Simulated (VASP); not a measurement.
Runs of VASP 6.6.1 on CaO. The structure is that of space group I4/mmm (No. 139), or close to it. The cells are those of the table. 

```tsv
cell	gap on the mesh (eV)	pressure (GPa)
a = 3.605, b = 3.605, c = 3.740 Å, angles 58.7, 58.7, 62.5°, 2 atoms	3.09	-12.5
a = 3.539, b = 3.539, c = 3.740 Å, angles 58.1, 58.1, 63.8°, 2 atoms	3.15	(b)
a = 3.466, b = 3.466, c = 3.602 Å, angles 58.7, 58.7, 62.6°, 2 atoms	3.39	-5.4
a = 3.474, b = 3.474, c = 3.740 Å, angles 57.4, 57.4, 65.1°, 2 atoms	3.11	(a)
a = 3.605, b = 3.605, c = 3.463 Å, angles 61.3, 61.3, 57.4°, 2 atoms	3.57	-8.5
```

Alike in all rows: task single point; level PBE; potentials or basis VASP PAW PBE potentials, release 64 (Ca_sv, O); no spin polarisation; k mesh 8 × 8 × 8; cutoff (eV) 600; smearing gaussian 0.05 eV.

Question: Fill in the values left out.

Answer: (a) -4.0; (b) -9.2.

Caveats: the cell stands under tension (at least some runs); the stress differs along the axes, from -12 to -3 GPa (at least some runs); the stress differs along the axes, from -8 to 0 GPa (at least some runs); the stress differs along the axes, from -10 to 9 GPa (at least some runs).

A k mesh can miss the band edges.
